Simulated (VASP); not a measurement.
Al2Cu:

```xyz
3
Lattice="4.1052 0.0000 0.0000 0.0000 4.1052 0.0000 0.0000 0.0000 2.8913" Properties=species:S:1:pos:R:3 pbc="T T T"
Al    2.0526    0.0000    1.4457
Al    0.0000    2.0526    1.4457
Cu    0.0000    0.0000    0.0000
```

Base run:

- Program: VASP 6.6.1
- Functional: r2SCAN
- Potentials or basis: VASP PAW PBE potentials, release 64 (Al, Cu)
- Cutoff: 520 eV
- k mesh: 10 × 10 × 14
- Occupations: gaussian, width 0.1 eV
- Spin: no spin polarisation

Its results: pressure -2.2 GPa.

Question: The run is repeated on the same cell with these changes: k mesh from 10 × 10 × 14 to 1 × 1 × 1. What comes out?

Answer: Pressure -1.1 GPa.

Caveats: some runs use coarse meshes; the PAW data sets were made with another functional, which shifts forces and pressure a little.
